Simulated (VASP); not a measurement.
# Mg3H3O4 (a cell with a defect) in VASP: further runs

Runs on Mg3H3O4 (a cell with a defect). Level: PBEsol. Tasks: single point.

Everything below comes from runs of VASP 6.6.1. Logs are shortened: lines on timing, memory, paths and dates and some standing lists are left out, and cuts for length are marked.

## (1) The cell of the first run

The cell holds a defect, 20 atoms: a = 5.309 Å, b = 5.309 Å, c = 7.284 Å, α = 90.00°, β = 90.00°, γ = 120.00°.

## (2) Single point, PBEsol

INCAR reads:

```
PREC = Accurate ; ENCUT = 520
EDIFF = 1E-6 ; ISMEAR = 0
SIGMA = 0.05 ; LREAL = Auto
LASPH = T ; NELM = 100
ALGO = Normal ; ISIF = 2
LWAVE = F ; LCHARG = F
GGA = PS ; NELECT = 64.0
NBANDS = 49
```

KPOINTS reads:

```
Automatic mesh
0
Gamma
  6 6 4
```

POSCAR reads:

```
Mg3H3O4
1.0
    4.5975141488     -2.6543760314      0.0000000000
    0.0000000000      5.3087520628      0.0000000000
    0.0000000000      0.0000000000      7.2844478007
Mg H O
6 6 8
Direct
    0.3766468017      0.3333328100      0.8463489847
    0.0142909838      0.6936855595      0.8491634739
    0.6539383899      0.9729805286      0.8491636112
    0.0289306342      0.3333338534      0.1438662241
    0.6754343542      0.6581135678      0.1767056385
    0.3506525370      1.0085522221      0.1767060504
   -0.1550381308      0.3333304100      0.3695389237
    0.6727809638      0.6405674299      0.5605010993
    0.3655453677      1.0260976211      0.5605010993
    0.2915780042      0.3333338315      0.4407235919
    0.0300379717      0.6917520405      0.4600779759
    0.6716214241      0.9749168447      0.4600793487
    0.6809434183      0.6665871463      0.6930760077
    0.3476894139      1.0000788102      0.6930761450
    0.3346077794      0.3333336815      0.3113590847
   -0.0259087838      0.6043744947      0.3377811287
    0.7030518875      1.0622963763      0.3377831879
    0.6846069198      0.3333329901      0.0071505763
    0.3348988062      0.6628739339     -0.0006984744
    0.0053578954      0.0037923921     -0.0006983371
```

Potentials or basis: VASP PAW PBE potentials, release 64 (Mg, H, O).

On the command line:

```bash
> cat potpaw_PBE.64/Mg/POTCAR potpaw_PBE.64/H/POTCAR potpaw_PBE.64/O/POTCAR > POTCAR
> mpirun -np 1 vasp_std > vasp.out
```

OUTCAR:

```text
PREC = Accurate
   ENCUT = 520
   EDIFF = 1E-6
   ISMEAR = 0
   LREAL = Auto
   LASPH = T
   NELM = 100
   ISIF = 2
   GGA = PS
   NELECT = 64.0

 ion  position               nearest neighbor table
   1  0.377  0.333  0.846-  18 2.01  14 2.03  13 2.03  20 2.18  19 2.18   4 2.85   5 2.92   6 2.92
                             3 2.94   2 2.94   2 2.95   3 2.95   3 3.32   2 3.32
   2  0.014  0.694  0.849-  20 2.00  13 2.05  14 2.05  19 2.10  18 2.17   4 2.90   5 2.94   1 2.94
                             6 2.95   3 2.95   3 2.95   1 2.95   3 3.31   1 3.32
   3  0.654  0.973  0.849-  19 2.00  14 2.05  13 2.05  20 2.10  18 2.17   4 2.90   6 2.94   1 2.94
                             5 2.95   2 2.95   2 2.95   1 2.95   2 3.31   1 3.32
   4  0.029  0.333  0.144-   7 1.91  19 1.99  20 1.99  15 2.03  18 2.08  16 2.14  17 2.14   1 2.85
                             2 2.90   3 2.90   6 2.98   5 2.98   6 3.11   5 3.11   5 3.13   6 3.13
   5  0.675  0.658  0.177-  15 2.02  16 2.10  18 2.14  20 2.21  19 2.23  17 2.38   1 2.92   2 2.94
                             3 2.95   4 2.98   6 2.99   6 3.11   6 3.11   4 3.11   4 3.13
   6  0.351  0.009  0.177-  15 2.02  17 2.10  18 2.14  19 2.21  20 2.23  16 2.38   1 2.92   3 2.94
                             2 2.95   4 2.98   5 2.99   5 3.11   5 3.11   4 3.11   4 3.13
   7  0.845  0.333  0.370-  17 1.27  16 1.27   4 1.91
   8  0.673  0.641  0.561-  13 0.97
   9  0.366  0.026  0.561-  14 0.97
  10  0.292  0.333  0.441-  15 0.97
  11  0.030  0.692  0.460-  16 0.98
  12  0.672  0.975  0.460-  17 0.98
  13  0.681  0.667  0.693-   8 0.97   1 2.03   2 2.05   3 2.05
  14  0.348  0.000  0.693-   9 0.97   1 2.03   3 2.05   2 2.05
  15  0.335  0.333  0.311-  10 0.97   5 2.02   6 2.02   4 2.03
  16  0.974  0.604  0.338-  11 0.98   7 1.27   5 2.10   4 2.14   6 2.38
  17  0.703  0.062  0.338-  12 0.98   7 1.27   6 2.10   4 2.14   5 2.38
  18  0.685  0.333  0.007-   1 2.01   4 2.08   5 2.14   6 2.14   3 2.17   2 2.17
  19  0.335  0.663  0.999-   4 1.99   3 2.00   2 2.10   1 2.18   6 2.21   5 2.23
  20  0.005  0.004  0.999-   4 1.99   2 2.00   3 2.10   1 2.18   5 2.21   6 2.23

  LATTYP: Found a hexagonal cell.
 ALAT       =     5.3087520628
 C/A-ratio  =     1.3721582237

  Lattice vectors:

 A1 = (   4.5975141488,  -2.6543760314,   0.0000000000)
 A2 = (   0.0000000000,   5.3087520628,   0.0000000000)
 A3 = (   0.0000000000,   0.0000000000,   7.2844478007)

Analysis of symmetry for initial positions (statically):
=====================================================================
 Subroutine PRICEL returns:
 Original cell was already a primitive cell.

 Routine SETGRP: Setting up the symmetry group for a
 hexagonal supercell.

 Subroutine GETGRP returns: Found  2 space group operations
 (whereof  1 operations were pure point group operations)
 out of a pool of 24 trial point group operations.

The static configuration has the point symmetry C_1 .
 The point group associated with its full space group is C_1h.

Analysis of symmetry for dynamics (positions and initial velocities):
=====================================================================
 Subroutine PRICEL returns:
 Original cell was already a primitive cell.

 Routine SETGRP: Setting up the symmetry group for a
 hexagonal supercell.

 Subroutine GETGRP returns: Found  2 space group operations
 (whereof  1 operations were pure point group operations)
 out of a pool of 24 trial point group operations.

The dynamic configuration has the point symmetry C_1 .
 The point group associated with its full space group is C_1h.

 Subroutine INISYM returns: Found  2 space group operations
 (whereof  1 operations are pure point group operations),
 and found     1 'primitive' translations

----------------------------------------------------------------------------------------

                                     Primitive cell

  volume of cell :     177.7920

  direct lattice vectors                    reciprocal lattice vectors
     4.597514149 -2.654376031  0.000000000     0.217508847  0.000000000  0.000000000
     0.000000000  5.308752063  0.000000000     0.108754423  0.188368187  0.000000000
     0.000000000  0.000000000  7.284447801     0.000000000  0.000000000  0.137278765

  length of vectors
     5.308752063  5.308752063  7.284447801     0.217508847  0.217508847  0.137278765

  position of ions in fractional coordinates (direct lattice)
     0.376646802  0.333332810  0.846348985
     0.014290984  0.693685559  0.849163474
     0.653938390  0.972980529  0.849163611
     0.028930634  0.333333853  0.143866224
     0.675434354  0.658113568  0.176705639
     0.350652537  0.008552222  0.176706050
[... 12 lines left out ...]
     0.334898806  0.662873934  0.999301526
     0.005357895  0.003792392  0.999301663

  ion indices of the primitive-cell ions
   primitive index   ion index
                 1           1
                 2           2
                 3           3
                 4           4
                 5           5
                 6           6
[... 12 lines left out ...]
                19          19
                20          20

----------------------------------------------------------------------------------------

 KPOINTS: Automatic mesh

Automatic generation of k-mesh.
 Grid dimensions read from file:
 generate k-points for:    6    6    4

 Generating k-lattice:

  Cartesian coordinates                     Fractional coordinates (reciprocal lattice)
     0.036251474  0.000000000  0.000000000     0.166666667  0.000000000  0.000000000
     0.018125737  0.031394698  0.000000000    -0.000000000  0.166666667  0.000000000
     0.000000000  0.000000000  0.034319691     0.000000000  0.000000000  0.250000000

  Length of vectors
     0.036251474  0.036251474  0.034319691

  Shift w.r.t. Gamma in fractional coordinates (k-lattice)
     0.000000000  0.000000000  0.000000000

 Subroutine IBZKPT returns following result:
 ===========================================

 Found     47 irreducible k-points:

 Following reciprocal coordinates:
            Coordinates               Weight
  0.000000  0.000000  0.000000      1.000000
  0.166667  0.000000  0.000000      4.000000
 -0.000000  0.166667  0.000000      2.000000
  0.333333  0.000000  0.000000      4.000000
  0.000000  0.333333  0.000000      2.000000
  0.500000  0.000000  0.000000      2.000000
[... 16 lines left out ...]
  0.166667  0.166667  0.250000      4.000000
 -0.166667  0.333333  0.250000      4.000000
 [... further k-points ...]
   k-points           NKPTS =     47   k-points in BZ     NKDIM =     47   number of bands    NBANDS=     49
   number of dos      NEDOS =    301   number of ions     NIONS =     20
   total plane-waves  NPLWV =  86400
   dimension x,y,z NGX =    40 NGY =   40 NGZ =   54
   dimension x,y,z NGXF=    80 NGYF=   80 NGZF=  108
   ions per type =               6   6   8
   NGX,Y,Z   is equivalent  to a cutoff of  12.53, 12.53, 12.32 a.u.
   NGXF,Y,Z  is equivalent  to a cutoff of  25.05, 25.05, 24.65 a.u.
 SYSTEM =  unknown system
   PREC   = accura    normal or accurate (medium, high low for compatibility)
   ISTART =      0    job   : 0-new  1-cont  2-samecut
   ICHARG =      2    charge: 1-file 2-atom 10-const
   ISPIN  =      1    spin polarized calculation?
   LNONCOLLINEAR =      F non collinear calculations
   LSORBIT =      F    spin-orbit coupling
   LASPH  =      T    aspherical Exc in radial PAW
   ENCUT  =  520.0 eV  38.22 Ry    6.18 a.u.   9.87  9.87 13.54*2*pi/ulx,y,z
   NELM   =    100;   NELMIN=  2; NELMDL= -5     # of ELM steps
   EDIFF  = 0.1E-05   stopping-criterion for ELM
   LREAL  =      T    real-space projection
   EDIFFG = 0.1E-04   stopping-criterion for IOM
   NSW    =      0    number of steps for IOM
   IBRION =     -1    ionic relax: 0-MD 1-quasi-New 2-CG
   NFREE  =      0    steps in history (QN), initial steepest desc. (CG)
   ISIF   =      2    stress and relaxation
   ISYM   =      2    0-nonsym 1-usesym 2-fastsym
   POTIM  = 0.5000    time-step for ionic-motion
   TEBEG  =    0.0;   TEEND  =   0.0 temperature during run
   PSTRESS=    0.0 pullay stress
   NELECT =      64.0000    total number of electrons
   NUPDOWN=      -1.0000    fix difference up-down
   EMIN   =  10.00;   EMAX   =-10.00  energy-range for DOS
   EFERMI =   0.00;   METHOD = LEGACY
   ISMEAR =     0;   SIGMA  =   0.05  broadening in eV -4-tet -1-fermi 0-gaus
   EFERMI_NEDOS =   21; number of points for ismear=-14 and -15
   IALGO  =     38    algorithm
   IMIX   =      4    mixing-type and parameters
     AMIX     =   0.40;   BMIX     =  1.00
     AMIX_MAG =   1.60;   BMIX_MAG =  1.00
  volume/ion in A,a.u.               =       8.89        59.99
  Fermi-wavevector in a.u.,A,eV,Ry     =   1.164566  2.200711 18.452411  1.356214
  Thomas-Fermi vector in A             =   2.301102
   LORBIT       =      0    0 simple, 1 ext, 2 COOP (PROOUT), +10 PAW based schemes
   GGA     = PS    functional components
   LHFCALC =     F    Hartree Fock is set to
   AEXX    =    0.0000 exact exchange contribution
   IVDW    =     0    specifies the selected vdW correction
   LEPSILON=     F    determine dielectric tensor
   LRPA    =     F    only Hartree local field effects (RPA)
 non-spin polarized calculation
 Gauss-broadening in eV      SIGMA  =   0.05
  energy-cutoff  :      520.00
  volume of cell :      177.79
 maximum number of plane-waves:      4808
   NGX = 19   NGY = 19   NGZ = 27

 number of electron      63.9999999 magnetization

 Free energy of the ion-electron system (eV)
  ---------------------------------------------------
  ext. energy  EPLUGINS =         0.00000000
  ---------------------------------------------------
  free energy    TOTEN  =      -116.31902974 eV

  energy without entropy =     -116.31902974  energy(sigma->0) =     -116.31902974

 E-fermi :   1.1332     XC(G=0):  -9.7452

 val. band max:        0.9045000990   @ k =   0.0000   0.0000   0.0000
 cond. band min:       4.0670773830   @ k =   0.0000   0.0000   0.0000
 fundamental gap:      3.1625772840
 Fermi energy:         1.1331691193

 k-point     1 :       0.0000    0.0000    0.0000
  band No.  band energies     occupation
      1     -18.1484      2.00000
      2     -17.1000      2.00000
      3     -16.6742      2.00000
      4     -16.2948      2.00000
      5     -16.2273      2.00000
      6     -15.0388      2.00000
[... 1117 lines left out ...]
     43      11.4480      0.00000
     44      11.7495      0.00000

 [... further k-points ...]

 [bands above 44 left out]

------------------------ aborting loop because EDIFF is reached ----------------------------------------

  FORCE on cell =-STRESS in cart. coord.  units (eV):
  Direction    XX          YY          ZZ          XY          YZ          ZX
  --------------------------------------------------------------------------------------
  -------------------------------------------------------------------------------------
  Total      -12.4103136    -15.1180732    -10.9275571     -2.3449885      0.6124900     -1.0608603
  in kB     -111.8358871   -136.2369374    -98.4739854    -21.1319295      5.5194704     -9.5599718
  external PRESSURE =    -115.5156033 kB  Pullay stress =       0.0000000 kB

 VOLUME and BASIS-vectors are now :
 -----------------------------------------------------------------------------
  energy-cutoff  :      520.00
  volume of cell :      177.79
      direct lattice vectors                 reciprocal lattice vectors
     4.597514149 -2.654376031  0.000000000     0.217508847  0.000000000  0.000000000
     0.000000000  5.308752063  0.000000000     0.108754423  0.188368187  0.000000000
     0.000000000  0.000000000  7.284447801     0.000000000  0.000000000  0.137278765

 POSITION                                       TOTAL-FORCE (eV/Angst)
 -----------------------------------------------------------------------------------
      1.73164      0.76982      6.16519         0.013817     -0.007977     -0.082140
      0.06570      3.64467      6.18569        -0.053504      0.107144     -0.165272
      3.00649      3.42951      6.18569        -0.119541     -0.007236     -0.165272
      0.13301      1.69279      1.04799         0.106354     -0.061404      0.121092
      3.10532      1.70091      1.28720         0.044098      0.192616      0.012024
      1.61213     -0.88536      1.28721        -0.144762     -0.134498      0.012024
[... 12 lines left out ...]
      1.53970      2.63009      7.27936         0.181106     -0.039557      0.090963
      0.02463      0.00591      7.27936         0.124810     -0.137064      0.090963
 -----------------------------------------------------------------------------------
    total drift:                               -0.017988     -0.028719      0.012105

  FREE ENERGIE OF THE ION-ELECTRON SYSTEM (eV)
  ---------------------------------------------------
  free  energy   TOTEN  =      -116.3190297359 eV

  energy  without entropy=     -116.3190297359  energy(sigma->0) =     -116.31902974
```

Run time: 24 min. Hardware: 1 thread of Intel Xeon 8259CL, shared host; peak memory 0.43 GiB.

Results:

| Quantity | Value |
| --- | --- |
| Free energy | -116.3190 eV |
| Largest force | 0.752 eV/Å |

Forces on the atoms (eV/Å):
```
Mg   0.014 -0.008 -0.082
Mg  -0.054  0.107 -0.165
Mg  -0.120 -0.007 -0.165
Mg   0.106 -0.061  0.121
Mg   0.044  0.193  0.012
Mg  -0.145 -0.134  0.012
H   -0.651  0.376 -0.023
H   -0.076 -0.172 -0.083
H    0.112  0.152 -0.083
H   -0.038  0.022  0.132
H    0.162 -0.030  0.152
H    0.107 -0.125  0.152
O    0.015  0.087  0.122
O   -0.068 -0.057  0.122
O    0.200 -0.115 -0.234
O   -0.159 -0.086  0.012
O   -0.005  0.180  0.012
O    0.249 -0.144 -0.195
O    0.181 -0.040  0.091
O    0.125 -0.137  0.091
```

Caveat: the cell carries a net charge on a neutralising background, which shifts energy and pressure; the cell is charged against a uniform background, so pressure and absolute levels hang on convention; the PAW data sets were made with another functional, which shifts forces and pressure a little.

## (3) Single point, PBEsol

INCAR reads:

```
SYSTEM = Mg3H3O4
PREC = Accurate
ENCUT = 520
EDIFF = 1E-6
ISMEAR = 0
SIGMA = 0.05
LREAL = Auto
LASPH = .True.
NELM = 80
ALGO = Normal
ISIF = 2
LWAVE = .False.
LCHARG = .False.
GGA = PS
NELECT = 64.0
NBANDS = 49
```

KPOINTS reads:

```
Automatic mesh
0
Gamma
  6 6 4
  0 0 0
```

POSCAR reads:

```
Mg3H3O4
1.0
    4.5975141488     -2.6543760314      0.0000000000
    0.0000000000      5.3087520628      0.0000000000
    0.0000000000      0.0000000000      7.2844478007
Mg H O
6 6 8
Direct
    0.2743101944      0.3333330290      0.8064078652
    0.0139427521      0.6978211194      0.8175223659
    0.6494548800      0.9688452966      0.8175223659
    0.0446330328      0.3333334900      0.1914552809
    0.6809710419      0.7045093023      0.1879139006
    0.3097950227      0.9621574755      0.1879136260
   -0.1004190493      0.3333335333      0.5500650303
    0.6673808716      0.6333798885      0.5644809480
    0.3673339429      1.0332862316      0.5644809480
    0.3830076304      0.3333331926      0.4337587538
    0.0142353015      0.6660551861      0.4513204144
    0.6815132914      1.0006120992      0.4513201398
    0.6488965348      0.6443070553      0.6967924184
    0.3379226142      1.0223592331      0.6967924184
    0.3761852479      0.3333333493      0.3001520582
   -0.0080832813      0.6437028687      0.3183793835
    0.6815472228      1.0229644459      0.3183791090
    0.9496320965      0.3333332683     -0.3196979461
    0.3264157437      0.6667576644      0.0019636355
   -0.0070085701     -0.0000912419      0.0019636355
```

Potentials or basis: VASP PAW PBE potentials, release 64 (Mg, H, O).

On the command line:

```bash
> cat potpaw_PBE.64/Mg/POTCAR potpaw_PBE.64/H/POTCAR potpaw_PBE.64/O/POTCAR > POTCAR
> mpirun -np 1 vasp_std > vasp.out
```

Run time: 7.2 min. Hardware: 1 thread of AMD EPYC 7R13 (Zen 3), shared host; peak memory 0.4 GiB.

It converged, with:

- Free energy: -115.9317 eV
- Largest force: 0.463 eV/Å

Forces on the atoms (eV/Å):
```
Mg   0.089 -0.051  0.063
Mg   0.124  0.018  0.027
Mg   0.046 -0.116  0.027
Mg  -0.086  0.050  0.085
Mg   0.021 -0.069 -0.002
Mg   0.070  0.016 -0.002
H    0.137 -0.079  0.395
H    0.033 -0.067 -0.103
H    0.074  0.005 -0.103
H    0.011 -0.007  0.062
H    0.025  0.038 -0.018
H   -0.020 -0.040 -0.018
O   -0.022  0.027  0.087
O   -0.034  0.005  0.087
O   -0.032  0.019 -0.212
O   -0.103  0.187 -0.307
O   -0.213 -0.004 -0.307
O    0.081 -0.047  0.453
O   -0.125  0.016 -0.108
O   -0.076  0.100 -0.108
```

Levels at points of the mesh, in eV from the Fermi level:
```csv
k point,band 29,band 30,band 31,band 32,band 33,band 34,band 35,band 36
"(0.00, 0.00, 0.00)",-0.55,-0.50,-0.41,-0.40,2.41,5.49,7.67,7.69
"(0.50, 0.00, 0.00)",-0.78,-0.69,-0.61,-0.46,4.02,5.91,6.73,7.57
"(0.00, 0.50, 0.00)",-0.78,-0.69,-0.63,-0.36,4.04,5.85,6.82,7.45
"(0.00, 0.00, 0.50)",-0.56,-0.48,-0.45,-0.43,3.00,4.90,7.48,7.72
"(0.50, 0.00, 0.50)",-0.76,-0.70,-0.64,-0.49,4.05,6.17,6.49,6.74
"(0.00, 0.50, 0.50)",-0.69,-0.68,-0.65,-0.40,4.03,6.40,6.40,6.57
```

Caveat: the cell carries a net charge on a neutralising background, which shifts energy and pressure; the cell is charged against a uniform background, so pressure and absolute levels hang on convention; the PAW data sets were made with another functional, which shifts forces and pressure a little.
